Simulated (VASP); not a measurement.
# Ag (R-3m) in VASP: a series of runs, part 2 of 2

VASP 6.6.1. The steps go on from the part before.

## 3. Single point, r2SCAN (biaxial strain in the a-b plane: +3.0 %, then relaxed in part)

File POSCAR:

```
Ag
1.0
    2.9918474231      0.0000000000      0.0000000000
   -1.4959237115      2.5910158726      0.0000000000
    0.0000000000      0.0000000000     20.7006140294
Ag
9
Direct
    0.0000000000      0.0000000000      0.0000000000
    0.0000000000      0.0000000000      0.7776489070
    0.3333333333      0.6666666667      0.8890177597
    0.6666666667      0.3333333333      0.3333333333
    0.6666666667      0.3333333333      0.1109822403
    0.0000000000      0.0000000000      0.2223510930
    0.3333333333      0.6666666667      0.6666666667
    0.3333333333      0.6666666667      0.4443155737
    0.6666666667      0.3333333333      0.5556844263
```

File INCAR.step1:

```
SYSTEM = Ag
ALGO = Normal ; EDIFF = 1E-4
ENCUT = 520 ; GGA = PE
ISMEAR = 0 ; LASPH = .TRUE.
LCHARG = .FALSE. ; LREAL = .FALSE.
LWAVE = .TRUE. ; NBANDS = 60
NELM = 60 ; PREC = Accurate
SIGMA = 0.1
```

File INCAR.step2:

```
SYSTEM = Ag
ALGO = Normal ; EDIFF = 1E-6
ENCUT = 520 ; ISIF = 2
ISMEAR = 0 ; ISTART = 1
LASPH = .TRUE. ; LCHARG = .TRUE.
LELF = .TRUE. ; LMIXTAU = .TRUE.
LREAL = .FALSE. ; LVHAR = .TRUE.
LWAVE = .FALSE. ; METAGGA = R2SCAN
NBANDS = 60 ; NELM = 60
PREC = Accurate ; SIGMA = 0.1
```

File KPOINTS:

```
k-points
0
G
  12 12 2
  0 0 0
```

Potentials or basis: VASP PAW PBE potentials, release 64 (Ag).

Started as:

```bash
$ cat potpaw_PBE.64/Ag/POTCAR > POTCAR
$ cp INCAR.step1 INCAR
$ mpirun -np 1 vasp_std > vasp.out
$ cp INCAR.step2 INCAR
$ mpirun -np 1 vasp_std > vasp.out
```

OUTCAR:

```text
SYSTEM = Ag
   EDIFF = 1E-6
   ENCUT = 520
   ISIF = 2
   ISMEAR = 0
   ISTART = 1
   LASPH = .TRUE.
   LREAL = .FALSE.
   METAGGA = R2SCAN
   NELM = 60
   PREC = Accurate

 ion  position               nearest neighbor table
   1  0.000  0.000  0.000-   3 2.87   5 2.87   3 2.87   5 2.87   5 2.87   3 2.87
   2  0.000  0.000  0.778-   7 2.87   7 2.87   7 2.87   3 2.88   3 2.88   3 2.88
   3  0.333  0.667  0.889-   1 2.87   1 2.87   1 2.87   2 2.88   2 2.88   2 2.88
   4  0.667  0.333  0.333-   6 2.87   6 2.87   6 2.87   8 2.87   8 2.87   8 2.87
   5  0.667  0.333  0.111-   1 2.87   1 2.87   1 2.87   6 2.88   6 2.88   6 2.88
   6  0.000  0.000  0.222-   4 2.87   4 2.87   4 2.87   5 2.88   5 2.88   5 2.88
   7  0.333  0.667  0.667-   2 2.87   2 2.87   2 2.87   9 2.87   9 2.87   9 2.87
   8  0.333  0.667  0.444-   4 2.87   4 2.87   4 2.87   9 2.88   9 2.88   9 2.88
   9  0.667  0.333  0.556-   7 2.87   7 2.87   7 2.87   8 2.88   8 2.88   8 2.88

  LATTYP: Found a hexagonal cell.
 ALAT       =     2.9918474231
 C/A-ratio  =     6.9190072560

  Lattice vectors:

 A1 = (   2.9918474231,   0.0000000000,   0.0000000000)
 A2 = (  -1.4959237115,   2.5910158726,   0.0000000000)
 A3 = (   0.0000000000,   0.0000000000,  20.7006140294)

Analysis of symmetry for initial positions (statically):
=====================================================================
 Subroutine PRICEL returns following result:

  LATTYP: Found a trigonal (rhomboedric) cell.
 ALAT       =     7.1131245995
 COS(alpha) =     0.9115438455

  Lattice vectors:

 A1 = (   1.4959237114,  -0.8636719574,  -6.9002046758)
 A2 = (  -1.4959237113,  -0.8636719577,  -6.9002046778)
 A3 = (  -0.0000000001,   1.7273439152,  -6.9002046758)

   3 primitive cells build up your supercell.

 Routine SETGRP: Setting up the symmetry group for a
 hexagonal supercell.

 Subroutine GETGRP returns: Found 12 space group operations
[... 150 lines left out ...]
     AMIX_MAG =   1.60;   BMIX_MAG =  1.00
  volume/ion in A,a.u.               =      17.83       120.32
  Fermi-wavevector in a.u.,A,eV,Ry     =   1.393656  2.633628 26.426291  1.942278
  Thomas-Fermi vector in A             =   2.517281
   LORBIT       =      0    0 simple, 1 ext, 2 COOP (PROOUT), +10 PAW based schemes
   METAGGA = R2SCAN    functional components
   LHFCALC =     F    Hartree Fock is set to
   AEXX    =    0.0000 exact exchange contribution
   IVDW    =     0    specifies the selected vdW correction
   LEPSILON=     F    determine dielectric tensor
   LRPA    =     F    only Hartree local field effects (RPA)
 non-spin polarized calculation
 Gauss-broadening in eV      SIGMA  =   0.10
  energy-cutoff  :      520.00
  volume of cell :      160.47
 maximum number of plane-waves:      4385
 NGX is ok and might be reduce to    24
   NGX = 11   NGY = 11   NGZ = 77

 number of electron      98.9999979 magnetization

 Free energy of the ion-electron system (eV)
  ---------------------------------------------------
  ext. energy  EPLUGINS =         0.00000000
  ---------------------------------------------------
  free energy    TOTEN  =      -192.05102808 eV

  energy without entropy =     -192.03220487  energy(sigma->0) =     -192.04161647

 E-fermi :   7.8041     XC(G=0): -12.6540

 val. band max:        7.8019071241   @ k =   0.2500   0.0833   0.0000
 cond. band min:       7.8418396128   @ k =   0.0833   0.0000   0.0000
 fundamental gap:      0.0399324887
 Fermi energy:         7.8041446467

 k-point     1 :       0.0000    0.0000    0.0000
  band No.  band energies     occupation
      1       0.2073      2.00000
      2       0.6248      2.00000
      3       0.6248      2.00000
      4       1.4307      2.00000
      5       1.4307      2.00000
      6       1.5270      2.00000
[... 1501 lines left out ...]
     59      14.7417      0.00000
     60      15.9212      0.00000

 [... further k-points ...]
[... 5 lines left out ...]
  --------------------------------------------------------------------------------------
  -------------------------------------------------------------------------------------
  Total       -3.3711727     -3.3711727      0.1361730     -0.0000000      0.0000000      0.0000000
  in kB      -33.6588169    -33.6588169      1.3595931     -0.0000000      0.0000000      0.0000000
  external PRESSURE =     -21.9860136 kB  Pullay stress =       0.0000000 kB

 VOLUME and BASIS-vectors are now :
 -----------------------------------------------------------------------------
  energy-cutoff  :      520.00
  volume of cell :      160.47
      direct lattice vectors                 reciprocal lattice vectors
     2.991847423  0.000000000  0.000000000     0.334241644  0.192974503  0.000000000
    -1.495923711  2.591015873  0.000000000     0.000000000  0.385949006  0.000000000
     0.000000000  0.000000000 20.700614029     0.000000000  0.000000000  0.048307746

 POSITION                                       TOTAL-FORCE (eV/Angst)
 -----------------------------------------------------------------------------------
      0.00000      0.00000      0.00000        -0.000000      0.000000      0.000000
      0.00000      0.00000     16.09781        -0.000000     -0.000000      0.000083
     -0.00000      1.72734     18.40321         0.000000      0.000000     -0.000083
      1.49592      0.86367      6.90020        -0.000000      0.000000     -0.000000
      1.49592      0.86367      2.29740         0.000000     -0.000000      0.000083
      0.00000      0.00000      4.60280         0.000000      0.000000     -0.000083
     -0.00000      1.72734     13.80041        -0.000000      0.000000      0.000000
     -0.00000      1.72734      9.19761         0.000000      0.000000      0.000083
      1.49592      0.86367     11.50301        -0.000000      0.000000     -0.000083
 -----------------------------------------------------------------------------------
    total drift:                                0.000000      0.000000     -0.000000

  FREE ENERGIE OF THE ION-ELECTRON SYSTEM (eV)
  ---------------------------------------------------
  free  energy   TOTEN  =      -192.0510280751 eV

  energy  without entropy=     -192.0322048698  energy(sigma->0) =     -192.04161647
```

OSZICAR.step1:

```text
N       E                     dE             d eps       ncg     rms          rms(c)
DAV:   1     0.715423549395E+03    0.71542E+03   -0.50677E+04  4560   0.163E+03
DAV:   2    -0.510364438418E+01   -0.72053E+03   -0.68526E+03  4664   0.378E+02
DAV:   3    -0.263012707593E+02   -0.21198E+02   -0.20856E+02  4984   0.699E+01
DAV:   4    -0.264725615727E+02   -0.17129E+00   -0.17096E+00  4960   0.590E+00
DAV:   5    -0.264739313509E+02   -0.13698E-02   -0.13697E-02  4892   0.565E-01    0.140E+01
DAV:   6    -0.244020851512E+02    0.20718E+01   -0.73689E+00  4740   0.155E+01    0.936E+00
DAV:   7    -0.243460978168E+02    0.55987E-01   -0.10620E-01  4796   0.142E+00    0.526E+00
DAV:   8    -0.243244665296E+02    0.21631E-01   -0.59497E-03  4844   0.475E-01    0.185E-01
DAV:   9    -0.243244875407E+02   -0.21011E-04   -0.31307E-04  3624   0.212E-01
   1 F= -.24324488E+02 E0= -.24314305E+02  d E =-.203641E-01
```

Wall time 44 min (1 thread of Intel Xeon 8259CL, shared host); peak memory 0.48 GiB.

Results:

| Quantity | Value |
| --- | --- |
| Free energy | -192.0510 eV |
| Pressure | -2.2 GPa |
| Band gap on the k mesh | zero (an odd number of electrons rules out a gap without spin polarisation) |

Stress tensor (GPa, compression positive):
```
-3.37  0.00  0.00
 0.00 -3.37  0.00
 0.00  0.00  0.14
```

Levels at points of the mesh, in eV from the Fermi level:
```csv
k point,band 46,band 47,band 48,band 49,band 50,band 51,band 52,band 53,band 54,band 55
"(0.00, 0.00, 0.00)",-3.41,-3.29,-3.29,-3.29,-3.29,-3.00,-2.99,-0.40,-0.40,5.19
"(0.50, 0.00, 0.00)",-0.05,-0.05,0.34,0.43,0.96,0.96,1.30,1.30,1.33,3.86
"(0.00, 0.00, 0.50)",-3.36,-3.36,-3.36,-3.36,-3.26,-3.26,-1.71,-1.71,0.30,4.32
"(0.50, 0.00, 0.50)",-0.11,0.12,0.12,0.70,0.70,1.08,1.28,1.32,1.32,4.08
```

Caveat: the cell differs from its parent crystal (biaxial strain in the a-b plane: +3.0 %, then relaxed in part); the PAW data sets were made with another functional, which shifts forces and pressure a little.

## 4. Single point, r2SCAN (biaxial strain in the a-b plane: +1.0 %, then relaxed in part)

File POSCAR:

```
Ag
1.0
    2.9337532984      0.0000000000      0.0000000000
   -1.4668766492      2.5407048848      0.0000000000
    0.0000000000      0.0000000000     21.1040523399
Ag
9
Direct
    0.0000000000      0.0000000000      0.0000000000
    0.0000000000      0.0000000000      0.7776741304
    0.3333333333      0.6666666667      0.8889925363
    0.6666666667      0.3333333333      0.3333333333
    0.6666666667      0.3333333333      0.1110074637
    0.0000000000      0.0000000000      0.2223258696
    0.3333333333      0.6666666667      0.6666666667
    0.3333333333      0.6666666667      0.4443407970
    0.6666666667      0.3333333333      0.5556592030
```

File INCAR.step1:

```
SYSTEM = Ag
PREC = Accurate
ENCUT = 520
ISMEAR = 0
SIGMA = 0.1
LREAL = .FALSE.
LASPH = .TRUE.
NELM = 80
NBANDS = 60
GGA = PE
ALGO = Normal
EDIFF = 1E-4
LWAVE = .TRUE.
LCHARG = .FALSE.
```

File INCAR.step2:

```
SYSTEM = Ag
PREC = Accurate
ENCUT = 520
EDIFF = 1E-7
ISMEAR = 0
SIGMA = 0.1
LREAL = .FALSE.
LASPH = .TRUE.
NELM = 80
ALGO = Normal
ISIF = 2
LWAVE = .FALSE.
LCHARG = .FALSE.
METAGGA = R2SCAN
LMIXTAU = .TRUE.
NBANDS = 60
ISTART = 1
```

File KPOINTS:

```
regular mesh
0
G
  12 12 2
  0 0 0
```

Started as:

```bash
$ cat potpaw_PBE.64/Ag/POTCAR > POTCAR
$ cp INCAR.step1 INCAR
$ mpirun -np 1 vasp_std > vasp.out
$ cp INCAR.step2 INCAR
$ mpirun -np 1 vasp_std > vasp.out
```

Run time: 16 min. Hardware: 1 thread of AMD EPYC 7R13 (Zen 3), shared host; peak memory 0.44 GiB.

Results (log left out):

| Quantity | Value |
| --- | --- |
| Free energy | -192.1437 eV |
| Pressure | -0.6 GPa |
| Band gap on the k mesh | zero (an odd number of electrons rules out a gap without spin polarisation) |

Stress tensor (GPa, compression positive):
```
-0.96  0.00  0.00
 0.00 -0.96  0.00
 0.00  0.00  0.23
```

Levels at points of the mesh, in eV from the Fermi level:
```tsv
k point	band 48	band 49	band 50	band 51	band 52	band 53
(0.00, 0.00, 0.00)	-3.32	-3.32	-3.32	-3.22	-3.22	-0.73
(0.50, 0.00, 0.00)	0.35	0.55	1.07	1.07	1.44	1.44
(0.00, 0.00, 0.50)	-3.39	-3.39	-3.29	-3.29	-1.98	-1.98
(0.50, 0.00, 0.50)	0.19	0.78	0.78	1.27	1.33	1.51
```

Caveat: the cell differs from its parent crystal (biaxial strain in the a-b plane: +1.0 %, then relaxed in part); the PAW data sets were made with another functional, which shifts forces and pressure a little.

## 5. The runs side by side

| cell | gap on the mesh (eV) | pressure (GPa) |
| --- | --- | --- |
| a = 2.818, b = 2.818, c = 21.939 Å, angles 90.0, 90.0, 120.0°, 9 atoms, atomic positions A | none | 4.6 |
| a = 2.992, b = 2.992, c = 20.701 Å, angles 90.0, 90.0, 120.0°, 9 atoms, atomic positions B | none | -2.2 |
| a = 2.934, b = 2.934, c = 21.104 Å, angles 90.0, 90.0, 120.0°, 9 atoms, atomic positions B | none | -0.6 |

Alike in all rows: task single point; level r2SCAN; potentials or basis VASP PAW PBE potentials, release 64 (Ag); no spin polarisation; k mesh 12 × 12 × 2; cutoff (eV) 520; smearing gaussian 0.1 eV.

Caveats: the PAW data sets were made with another functional, which shifts forces and pressure a little; the stress differs along the axes, from 0 to 7 GPa (at least some runs).

Total energies depend on the potentials used, so only differences within one code and one set of settings carry meaning.

The gap in the log of VASP goes by the Fermi energy; the results here count the filled bands.